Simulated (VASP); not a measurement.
# H26C10O3 in VASP: a series of runs

Runs on H26C10O3. Level: PBEsol. Tasks: single point, relaxation of the atoms.

Program: VASP 6.6.1. These are calculated values, not measurements. Logs are shortened: lines on timing, memory, paths and dates and some standing lists are left out, and cuts for length are marked.

### 1 The cell of the first run

The cell holds a disordered packing, 39 atoms: a = 7.691 Å, b = 7.691 Å, c = 7.691 Å, α = 90.00°, β = 90.00°, γ = 90.00°.

### 2 Single point, PBEsol

File INCAR:

```
  PREC = Accurate
  ENCUT = 520
  EDIFF = 1E-6
  ISMEAR = -1
  SIGMA = 0.05
  LREAL = Auto
  LASPH = True
  NELM = 80
  ALGO = Normal
  ISIF = 2
  LWAVE = False
  LCHARG = False
  GGA = PS
  NBANDS = 67
```

File KPOINTS:

```
Automatic mesh
0
Gamma
  1 1 1
```

File POSCAR:

```
H26C10O3
1.0
    7.6913720000      0.0000000000      0.0000000000
    0.0000000000      7.6913720000      0.0000000000
    0.0000000000      0.0000000000      7.6913720000
C H O
10 26 3
Direct
    0.9725269479      0.4079102167      0.3846728723
    0.7994550033      0.4037949532      0.3723740625
    0.1448634661      0.9040355328      0.7329696539
    0.0488033441      0.9753683725      0.8584258341
    0.6801592675      0.5724765755      0.7721911657
    0.4960416073      0.5708828084      0.7046245316
    0.6392453259     -0.0326527062      0.1321237332
    0.5487491186      0.0342402525     -0.0288898147
    0.1970330464      1.0534234053      0.2501917977
    0.0837511384      0.9093774608      0.3193914282
    1.0481523809      0.5241951582      0.3492556033
    1.0430534068      0.2915664314      0.4264985590
    0.7224954940      0.5170986790      0.3297008689
    0.7269406416      0.2859912863      0.4064057424
    0.1704620503      0.9743288352      0.6111420059
    0.2005093210      0.7735719785      0.7462561093
   -0.0056420521      1.1064041723      0.8440171011
    0.0234975693      0.9067446440      0.9817035250
    0.3347079970      0.4009372874      0.6019506807
    0.4063710716      0.6187004141      0.8070815216
    0.4829912402      0.6595451989      0.5910188854
    0.7171562063      0.7043064260      0.8146563481
    0.6932349940      0.4824482974      0.8829799650
    0.7707171071      0.5305534762      0.6694539712
    0.4656399835      0.2584403807     -0.1166466649
    0.6316980697      0.0141079224     -0.1450749848
    0.4261766511     -0.0383202817     -0.0533755376
    0.6655605064     -0.1730608311      0.1204341124
    0.7625546573      0.0364039317      0.1542719752
    0.5587048324     -0.0116673568      0.2491234665
   -0.1262675810      0.8952640729      0.4651364237
    0.0343608604      0.8237402291      0.2132787471
    0.1625828299      0.8241548511      0.4064478659
    0.3037219014      0.9983801424      0.1741502522
    0.1222436590      1.1442648535      0.1655586272
    0.2572961058      1.1315798375      0.3562999088
    0.4496217951      0.3970776972      0.6565173459
    0.5120920892      0.2140570267     -0.0058703848
   -0.0567546535      0.9867790679      0.4125945955
```

Potentials or basis: VASP PAW PBE potentials, release 64 (C, H, O).

Run with:

```
cat potpaw_PBE.64/C/POTCAR potpaw_PBE.64/H/POTCAR potpaw_PBE.64/O/POTCAR > POTCAR
mpirun -np 1 vasp_gam > vasp.out
```

OUTCAR:

```text
PREC = Accurate
   ENCUT = 520
   EDIFF = 1E-6
   ISMEAR = -1
   LREAL = Auto
   LASPH = True
   NELM = 80
   ISIF = 2
   GGA = PS

 ion  position               nearest neighbor table
   1  0.973  0.408  0.385-  12 1.09  11 1.10   2 1.33
   2  0.799  0.404  0.372-  14 1.10  13 1.10   1 1.33
   3  0.145  0.904  0.733-  16 1.10  15 1.10   4 1.33
   4  0.049  0.975  0.858-  17 1.10  18 1.10   3 1.33
   5  0.680  0.572  0.772-  24 1.10  23 1.10  22 1.10   6 1.51
   6  0.496  0.571  0.705-  20 1.11  21 1.11  37 1.43   5 1.51
   7  0.639  0.967  0.132-  29 1.10  28 1.10  30 1.10   8 1.51
   8  0.549  0.034  0.971-  26 1.11  27 1.11  38 1.42   7 1.51
   9  0.197  0.053  0.250-  34 1.09  36 1.11  35 1.11  10 1.51
  10  0.084  0.909  0.319-  32 1.12  33 1.12  39 1.43   9 1.51
  11  0.048  0.524  0.349-   1 1.10
  12  0.043  0.292  0.426-   1 1.09
  13  0.722  0.517  0.330-   2 1.10
  14  0.727  0.286  0.406-   2 1.10
  15  0.170  0.974  0.611-   3 1.10
  16  0.201  0.774  0.746-   3 1.10
[... 18 lines left out ...]
  35  0.122  0.144  0.166-   9 1.11
  36  0.257  0.132  0.356-   9 1.11
  37  0.450  0.397  0.657-  19 0.98   6 1.43
  38  0.512  0.214  0.994-  25 0.98   8 1.42
  39  0.943  0.987  0.413-  31 0.97  10 1.43

  LATTYP: Found a simple cubic cell.
 ALAT       =     7.6913720000

  Lattice vectors:

 A1 = (   7.6913720000,   0.0000000000,   0.0000000000)
 A2 = (   0.0000000000,   7.6913720000,   0.0000000000)
 A3 = (   0.0000000000,   0.0000000000,   7.6913720000)

Analysis of symmetry for initial positions (statically):
=====================================================================
 Subroutine PRICEL returns:
 Original cell was already a primitive cell.

 Routine SETGRP: Setting up the symmetry group for a
 simple cubic supercell.

 Subroutine GETGRP returns: Found  1 space group operations
 (whereof  1 operations were pure point group operations)
 out of a pool of 48 trial point group operations.

The static configuration has the point symmetry C_1 .

Analysis of symmetry for dynamics (positions and initial velocities):
=====================================================================
 Subroutine PRICEL returns:
 Original cell was already a primitive cell.

 Routine SETGRP: Setting up the symmetry group for a
 simple cubic supercell.

 Subroutine GETGRP returns: Found  1 space group operations
 (whereof  1 operations were pure point group operations)
 out of a pool of 48 trial point group operations.

The dynamic configuration has the point symmetry C_1 .

 Subroutine INISYM returns: Found  1 space group operations
 (whereof  1 operations are pure point group operations),
 and found     1 'primitive' translations

----------------------------------------------------------------------------------------

                                     Primitive cell

  volume of cell :     455.0001

  direct lattice vectors                    reciprocal lattice vectors
     7.691372000  0.000000000  0.000000000     0.130015815  0.000000000  0.000000000
     0.000000000  7.691372000  0.000000000     0.000000000  0.130015815  0.000000000
     0.000000000  0.000000000  7.691372000     0.000000000  0.000000000  0.130015815

  length of vectors
     7.691372000  7.691372000  7.691372000     0.130015815  0.130015815  0.130015815

  position of ions in fractional coordinates (direct lattice)
     0.972526948  0.407910217  0.384672872
     0.799455003  0.403794953  0.372374063
     0.144863466  0.904035533  0.732969654
     0.048803344  0.975368373  0.858425834
     0.680159268  0.572476575  0.772191166
     0.496041607  0.570882808  0.704624532
[... 31 lines left out ...]
     0.512092089  0.214057027  0.994129615
     0.943245346  0.986779068  0.412594596

  ion indices of the primitive-cell ions
   primitive index   ion index
                 1           1
                 2           2
                 3           3
                 4           4
                 5           5
                 6           6
[... 31 lines left out ...]
                38          38
                39          39

----------------------------------------------------------------------------------------

 KPOINTS: Automatic mesh

Automatic generation of k-mesh.
 Grid dimensions read from file:
 generate k-points for:    1    1    1

 Generating k-lattice:

  Cartesian coordinates                     Fractional coordinates (reciprocal lattice)
     0.130015815  0.000000000  0.000000000     1.000000000  0.000000000  0.000000000
     0.000000000  0.130015815  0.000000000     0.000000000  1.000000000  0.000000000
     0.000000000  0.000000000  0.130015815     0.000000000  0.000000000  1.000000000

  Length of vectors
     0.130015815  0.130015815  0.130015815

  Shift w.r.t. Gamma in fractional coordinates (k-lattice)
     0.000000000  0.000000000  0.000000000

 Subroutine IBZKPT returns following result:
 ===========================================

 Found      1 irreducible k-points:

[... 10 lines left out ...]
   NGXF,Y,Z  is equivalent  to a cutoff of  25.94, 25.94, 25.94 a.u.
 SYSTEM =  unknown system
   PREC   = accura    normal or accurate (medium, high low for compatibility)
   ISTART =      0    job   : 0-new  1-cont  2-samecut
   ICHARG =      2    charge: 1-file 2-atom 10-const
   ISPIN  =      1    spin polarized calculation?
   LNONCOLLINEAR =      F non collinear calculations
   LSORBIT =      F    spin-orbit coupling
   LASPH  =      T    aspherical Exc in radial PAW
   ENCUT  =  520.0 eV  38.22 Ry    6.18 a.u.  14.30 14.30 14.30*2*pi/ulx,y,z
   NELM   =     80;   NELMIN=  2; NELMDL= -5     # of ELM steps
   EDIFF  = 0.1E-05   stopping-criterion for ELM
   LREAL  =      T    real-space projection
   EDIFFG = 0.1E-04   stopping-criterion for IOM
   NSW    =      0    number of steps for IOM
   IBRION =     -1    ionic relax: 0-MD 1-quasi-New 2-CG
   NFREE  =      0    steps in history (QN), initial steepest desc. (CG)
   ISIF   =      2    stress and relaxation
   ISYM   =      2    0-nonsym 1-usesym 2-fastsym
   POTIM  = 0.5000    time-step for ionic-motion
   TEBEG  =    0.0;   TEEND  =   0.0 temperature during run
   PSTRESS=    0.0 pullay stress
   NELECT =      84.0000    total number of electrons
   NUPDOWN=      -1.0000    fix difference up-down
   EMIN   =  10.00;   EMAX   =-10.00  energy-range for DOS
   EFERMI =   0.00;   METHOD = LEGACY
   ISMEAR =    -1;   SIGMA  =   0.05  broadening in eV -4-tet -1-fermi 0-gaus
   EFERMI_NEDOS =   21; number of points for ismear=-14 and -15
   IALGO  =     38    algorithm
   IMIX   =      4    mixing-type and parameters
     AMIX     =   0.40;   BMIX     =  1.00
     AMIX_MAG =   1.60;   BMIX_MAG =  1.00
  volume/ion in A,a.u.               =      11.67        78.73
  Fermi-wavevector in a.u.,A,eV,Ry     =   0.932175  1.761555 11.822785  0.868950
  Thomas-Fermi vector in A             =   2.058745
   LORBIT       =      0    0 simple, 1 ext, 2 COOP (PROOUT), +10 PAW based schemes
   GGA     = PS    functional components
   LHFCALC =     F    Hartree Fock is set to
   AEXX    =    0.0000 exact exchange contribution
   IVDW    =     0    specifies the selected vdW correction
   LEPSILON=     F    determine dielectric tensor
   LRPA    =     F    only Hartree local field effects (RPA)
 non-spin polarized calculation
  energy-cutoff  :      520.00
  volume of cell :      455.00
 maximum number of plane-waves:      6099
 NGX is ok and might be reduce to    60
   NGX = 29   NGY = 29   NGZ = 29

 number of electron      83.9999994 magnetization

 Free energy of the ion-electron system (eV)
  ---------------------------------------------------
  ext. energy  EPLUGINS =         0.00000000
  ---------------------------------------------------
  free energy    TOTEN  =      -206.57250480 eV

  energy without entropy =     -206.57250480  energy(sigma->0) =     -206.57250480

 E-fermi :  -1.5914     XC(G=0):  -6.2148

 val. band max:       -2.8367728470   @ k =   0.0000   0.0000   0.0000
 cond. band min:       1.5945225119   @ k =   0.0000   0.0000   0.0000
 fundamental gap:      4.4312953589
 Fermi energy:        -1.5913914788

 k-point     1 :       0.0000    0.0000    0.0000
  band No.  band energies     occupation
      1     -22.9355      2.00000
      2     -22.7459      2.00000
      3     -22.0034      2.00000
      4     -15.9583      2.00000
      5     -15.7410      2.00000
      6     -15.7099      2.00000
[... 46 lines left out ...]
     53       4.6530      0.00000
     54       4.7783      0.00000
 [bands above 54 left out]

------------------------ aborting loop because EDIFF is reached ----------------------------------------

  FORCE on cell =-STRESS in cart. coord.  units (eV):
  Direction    XX          YY          ZZ          XY          YZ          ZX
  --------------------------------------------------------------------------------------
  -------------------------------------------------------------------------------------
  Total        0.6615297     -0.8117989      0.2322087     -0.6648544      0.7259930     -0.5901248
  in kB        2.3294238     -2.8585617      0.8176691     -2.3411307      2.5564163     -2.0779877
  external PRESSURE =       0.0961770 kB  Pullay stress =       0.0000000 kB

 VOLUME and BASIS-vectors are now :
 -----------------------------------------------------------------------------
  energy-cutoff  :      520.00
  volume of cell :      455.00
      direct lattice vectors                 reciprocal lattice vectors
     7.691372000  0.000000000  0.000000000     0.130015815  0.000000000  0.000000000
     0.000000000  7.691372000  0.000000000     0.000000000  0.130015815  0.000000000
     0.000000000  0.000000000  7.691372000     0.000000000  0.000000000  0.130015815

 POSITION                                       TOTAL-FORCE (eV/Angst)
 -----------------------------------------------------------------------------------
      7.48007      3.13739      2.95866        -0.124913      0.200852     -0.109269
      6.14891      3.10574      2.86407         0.060775      0.114592     -0.004197
      1.11420      6.95327      5.63754        -0.049177      0.095253      0.096639
      0.37536      7.50192      6.60247         0.086481     -0.035159     -0.077783
      5.23136      4.40313      5.93921        -0.006761     -0.111410     -0.058800
      3.81524      4.39087      5.41953         0.009150      0.296889      0.107783
[... 31 lines left out ...]
      3.93869      1.64639      7.64622        -0.065951      0.016565     -0.151997
      7.25485      7.58968      3.17342         0.118594      0.009710     -0.222536
 -----------------------------------------------------------------------------------
    total drift:                                0.002400      0.002212     -0.000133

  FREE ENERGIE OF THE ION-ELECTRON SYSTEM (eV)
  ---------------------------------------------------
  free  energy   TOTEN  =      -206.5725047998 eV

  energy  without entropy=     -206.5725047998  energy(sigma->0) =     -206.57250480
```

Wall time 94 s (1 thread of Intel Xeon 8259CL, shared host); peak memory 0.52 GiB.

Results:

| Property | Result |
| --- | --- |
| Free energy | -206.5725 eV |
| Pressure | 0.0 GPa |
| Largest force | 0.422 eV/Å |
| Band gap on the k mesh | 4.43 eV |

Forces on the atoms (eV/Å):
```
C   -0.125  0.201 -0.109
C    0.061  0.115 -0.004
C   -0.049  0.095  0.097
C    0.086 -0.035 -0.078
C   -0.007 -0.111 -0.059
C    0.009  0.297  0.108
C    0.010  0.054 -0.086
C   -0.070 -0.013  0.061
C   -0.171  0.217 -0.031
C    0.047  0.066  0.204
H   -0.069 -0.129  0.063
H   -0.014  0.072  0.005
H    0.145 -0.200  0.011
H   -0.001  0.092 -0.048
H   -0.002 -0.099  0.224
H   -0.006  0.056  0.018
H   -0.038 -0.067  0.042
H   -0.025  0.099 -0.184
H    0.150 -0.067  0.084
H    0.014  0.002 -0.021
H    0.000 -0.103  0.055
H   -0.046 -0.013  0.010
H   -0.016  0.020  0.053
H    0.023  0.006  0.025
H    0.104  0.097 -0.038
H    0.106 -0.001 -0.025
H    0.034 -0.047  0.049
H    0.036 -0.016 -0.010
H    0.001 -0.026 -0.009
H    0.002 -0.006 -0.050
H   -0.048 -0.073  0.124
H    0.012  0.123  0.010
H   -0.121  0.022 -0.055
H    0.065 -0.006 -0.155
H    0.217 -0.271  0.240
H   -0.194 -0.244 -0.164
O   -0.171 -0.133  0.018
O   -0.066  0.017 -0.152
O    0.119  0.010 -0.223
```

Stress tensor (GPa, compression positive):
```
 0.23 -0.23 -0.21
-0.23 -0.29  0.26
-0.21  0.26  0.08
```

Levels at points of the mesh, in eV from the valence-band top:
| k point | band 40 | band 41 | band 42 | band 43 | band 44 | band 45 |
| --- | --- | --- | --- | --- | --- | --- |
| (0.00, 0.00, 0.00) | -0.70 | -0.59 | 0.00 | 4.43 | 4.56 | 4.78 |

Caveat: the k points lie up to 0.82 Å⁻¹ apart, too coarse for converged energies, forces and pressures; the PAW data sets were made with another functional, which shifts forces and pressure a little.

### 3 Relaxation of the atoms, PBEsol

File INCAR:

```
PREC = Accurate ; ENCUT = 520
EDIFF = 1E-6 ; ISMEAR = -1
SIGMA = 0.05 ; LREAL = Auto
LASPH = T ; NELM = 60
ALGO = Normal ; ISIF = 2
LWAVE = F ; LCHARG = F
GGA = PS ; IBRION = 2
NSW = 35 ; EDIFFG = -0.3
```

KPOINTS is that of step 2.

File POSCAR:

```
H26C10O3
1.0
    7.6913720000      0.0000000000      0.0000000000
    0.0000000000      7.6913720000      0.0000000000
    0.0000000000      0.0000000000      7.6913720000
C H O
10 26 3
Direct
    0.9785436000      0.3780585000      0.3820043000
    0.8051632000      0.3829714000      0.3883457000
    0.1470367000      0.8963784000      0.7276179000
    0.0710038000      0.9736543000      0.8631633000
    0.6856874000      0.5738040000      0.7548304000
    0.4994506000      0.5745759000      0.6919243000
    0.6221134000     -0.0315153000      0.1449272000
    0.5244506000      0.0347768000     -0.0122646000
    0.1985801000      1.0703457000      0.2399321000
    0.0931075000      0.9249161000      0.3197298000
    1.0550485000      0.4934656000      0.3551650000
    1.0501543000      0.2584542000      0.4034261000
    0.7335525000      0.5025757000      0.3669239000
    0.7286583000      0.2675643000      0.4151850000
    0.1542538000      0.9586089000      0.6012556000
    0.2047731000      0.7681327000      0.7381864000
    0.0132674000      1.1019000000      0.8525947000
    0.0637867000      0.9114238000      0.9895256000
    0.3413513000      0.4020984000      0.5926933000
    0.4118337000      0.6132794000      0.7980029000
    0.4836315000      0.6693633000      0.5861299000
    0.7233809000      0.7026041000      0.8016976000
    0.7008552000      0.4803813000      0.8606164000
    0.7725678000      0.5363986000      0.6489947000
    0.4340226000      0.2601584000     -0.0872083000
    0.6002957000      0.0108572000     -0.1310195000
    0.4001436000     -0.0344519000     -0.0257736000
    0.6474816000     -0.1708890000      0.1331699000
    0.7459956000      0.0366360000      0.1574641000
    0.5460809000     -0.0086194000      0.2625852000
   -0.1236089000      0.9100041000      0.4516474000
    0.0535681000      0.8317144000      0.2188465000
    0.1718118000      0.8539228000      0.4156096000
    0.3146555000      1.0189310000      0.1759804000
    0.1205288000      1.1399774000      0.1439738000
    0.2386323000      1.1621595000      0.3405035000
    0.4608984000      0.4028130000      0.6333936000
    0.4967658000      0.2164230000      0.0132857000
   -0.0550163000      1.0025981000      0.3999761000
```

Potentials or basis: VASP PAW PBE potentials, release 64 (C, H, O).

Run with:

```
cat potpaw_PBE.64/C/POTCAR potpaw_PBE.64/H/POTCAR potpaw_PBE.64/O/POTCAR > POTCAR
mpirun -np 1 vasp_gam > vasp.out
```

Run time: 7.1 min. Hardware: 1 thread of Intel Xeon 8259CL, shared host; peak memory 0.52 GiB.

Results (log left out):

```yaml
Free_energy: -206.1686 eV
Energy_gained_by_relaxing: 4.3 meV/atom
Ionic_steps: 8
Pressure_after_relaxing: 0.4 GPa
Largest_force_after_relaxing: 0.289 eV/Å
Band_gap_on_the_k_mesh: 4.55 eV
```

Forces on the atoms (eV/Å):
```
C    0.062  0.066 -0.068
C   -0.151  0.155  0.028
C   -0.059  0.056 -0.033
C    0.010 -0.023  0.064
C   -0.265 -0.048 -0.074
C    0.057 -0.082  0.083
C   -0.023  0.085 -0.209
C    0.142 -0.034  0.079
C   -0.053 -0.105  0.044
C   -0.049  0.062  0.001
H   -0.179 -0.092  0.087
H    0.000  0.216  0.129
H   -0.116 -0.020 -0.134
H    0.172  0.222 -0.068
H    0.101 -0.038  0.160
H   -0.079  0.229  0.035
H    0.017 -0.215  0.025
H   -0.183  0.079 -0.101
H    0.009  0.051 -0.017
H    0.059  0.077 -0.025
H    0.020 -0.179  0.111
H   -0.031 -0.155  0.003
H    0.018  0.142 -0.040
H    0.000  0.046  0.171
H    0.252 -0.079  0.016
H    0.050  0.061  0.058
H    0.107 -0.045 -0.068
H    0.047  0.138  0.009
H   -0.049 -0.129 -0.014
H    0.082 -0.049 -0.096
H   -0.003 -0.168  0.078
H   -0.009  0.025 -0.049
H    0.001 -0.155 -0.044
H    0.063 -0.142 -0.135
H    0.040  0.048  0.069
H    0.001 -0.169  0.062
O    0.029  0.083  0.159
O   -0.082  0.052 -0.263
O   -0.009  0.035 -0.032
```

Stress tensor (GPa, compression positive):
```
 0.80 -0.60 -0.38
-0.60 -0.22  0.47
-0.38  0.47  0.71
```

Step by step:
| step | energy change (eV) | largest force (eV/Å) | pressure (GPa) |
| --- | --- | --- | --- |
| 1 | 0.0000 | 0.7625 | 1.83 |
| 2 | 0.3203 | 5.0469 | 1.34 |
| 3 | -0.0470 | 0.7047 | 1.63 |
| 4 | -0.0546 | 1.4477 | 0.69 |
| 5 | -0.0749 | 0.6276 | 1.11 |
| 6 | -0.1159 | 0.3468 | 0.77 |
| 7 | -0.1345 | 0.3907 | 0.35 |
| 8 | -0.1688 | 0.2890 | 0.43 |

Final structure:
```
C H O
1.0
     7.69137    0.00000    0.00000
     0.00000    7.69137    0.00000
     0.00000    0.00000    7.69137
C H O
10 26 3
Direct
  0.97773 0.38470 0.38485
  0.80485 0.38490 0.38653
  0.14799 0.89658 0.73036
  0.06767 0.97326 0.86292
  0.68691 0.57442 0.75689
  0.50029 0.57444 0.69284
  0.62442 0.96790 0.14414
  0.52678 0.03504 0.98645
  0.19764 0.06845 0.24109
  0.09193 0.92267 0.31695
  0.05664 0.50017 0.35339
  0.04428 0.26170 0.40789
  0.73087 0.50433 0.36358
  0.72882 0.26705 0.41503
  0.15536 0.96349 0.60472
  0.20559 0.76598 0.73991
  0.01132 0.10441 0.85139
  0.06107 0.90882 0.99045
  0.33904 0.40110 0.59012
  0.41144 0.61353 0.79961
  0.48291 0.66898 0.58410
  0.72364 0.70551 0.80346
  0.70121 0.47901 0.86365
  0.77432 0.53607 0.64968
  0.43746 0.26180 0.90720
  0.60260 0.01145 0.86562
  0.40149 0.96521 0.97032
  0.64822 0.82653 0.13201
  0.74883 0.03746 0.15998
  0.54842 0.99144 0.26417
  0.87421 0.90814 0.45464
  0.05133 0.82754 0.21580
  0.17213 0.84960 0.41169
  0.31259 0.01699 0.17729
  0.12251 0.14337 0.14505
  0.24539 0.16011 0.34037
  0.45668 0.40077 0.63764
  0.49550 0.21601 0.01160
  0.94442 0.99754 0.39962
```

Levels at points of the mesh, in eV from the valence-band top:
```csv
k point,band 40,band 41,band 42,band 43,band 44,band 45
"(0.00, 0.00, 0.00)",-0.54,-0.43,0.00,4.55,4.69,5.05
```

Caveat: the k points lie up to 0.82 Å⁻¹ apart, too coarse for converged energies, forces and pressures; the PAW data sets were made with another functional, which shifts forces and pressure a little; the relaxation stopped at a loose force limit of 0.3 eV/Å, so its end isn't a converged minimum.
